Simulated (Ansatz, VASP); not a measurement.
## Two plane-wave programs on SrO

INCAR

```
SYSTEM = SrO
PREC     = Accurate       ! precision mode
ENCUT    = 520            ! plane-wave cutoff, eV
EDIFF    = 1E-7           ! SCF threshold, eV
ISMEAR   = 0              ! smearing method
SIGMA    = 0.01           ! smearing width, eV
LREAL    = .False.        ! projectors in reciprocal space
LASPH    = .True.         ! aspherical terms in the spheres
NELM     = 150            ! most SCF steps
ALGO     = Normal         ! electronic algorithm
ISIF     = 2              ! what is computed and relaxed
LWAVE    = .False.        ! write WAVECAR
LCHARG   = .True.         ! write CHGCAR
MAGMOM   = 0 0 0 0 0 0    ! initial moments
LORBIT   = 11             ! projections on sites
LSORBIT  = .True.         ! spin-orbit coupling
GGA_COMPAT= .False.      
LORBMOM  = .True.       
GGA      = PE             ! functional
LVHAR    = .True.       
NBANDS   = 28             ! bands
```

The input KPOINTS:

```
regular mesh
0
Gamma
  8 8 8
  0 0 0
```

The input POSCAR:

```
SrO
1.0
    0.0000000000      2.5798923265      2.5798923265
    2.5798923265      0.0000000000      2.5798923265
    2.5798923265      2.5798923265      0.0000000000
Sr O
1 1
Direct
    0.0000000000      0.0000000000      0.0000000000
    0.5000000000      0.5000000000      0.5000000000
```

Input for Ansatz:

```yaml
crystal:
  lattice:
    - [0.0, 2.5798923265, 2.5798923265]
    - [2.5798923265, 0.0, 2.5798923265]
    - [2.5798923265, 2.5798923265, 0.0]
  atoms:
    - { symbol: Sr, position: [0.0, 0.0, 0.0] }
    - { symbol: O, position: [0.5, 0.5, 0.5] }
kpoints:
  mp_grid: { grid: [8, 8, 8] }
  band_path:
    path:
      - [0.0, 0.0, 0.0]
      - [0.5, 0.0, 0.5]
      - [0.625, 0.25, 0.625]
      - [0.375, 0.375, 0.75]
      - [0.5, 0.5, 0.5]
      - [0.5, 0.25, 0.75]
      - [0.0, 0.5, 0.5]
    npoints: 1
hamiltonian:
  xc: pbe
scf:
  occupations: { method: fixed }
  n_extra_bands: 8
magnetization:
  noncollinear: true
  spin_orbit: true
output:
  forces: true
  stress: true
  eigenvalues: true
```

Alike in both runs: task single point; functional PBE; k mesh 8 × 8 × 8; non-collinear spin, spin-orbit coupling.

|  | VASP | Ansatz |
| --- | --- | --- |
| version | VASP 6.6.1 | Ansatz 0.2.0 |
| potentials or method | VASP PAW PBE potentials, release 64 (Sr_sv, O) | plane waves, PAW |
| plane-wave cutoff (eV) | 520 | 420 |
| occupations | gaussian, width 0.01 eV | fixed |
| valence electrons in the cell | 16 | 16 |

Ansatz gave:

| Property | Result |
| --- | --- |
| pressure (GPa) | 1.8 |
| net moment per atom (μB) | 0.00 |

Estimate VASP's values.

pressure (GPa): 2.4; net moment per atom (μB): 0.00.
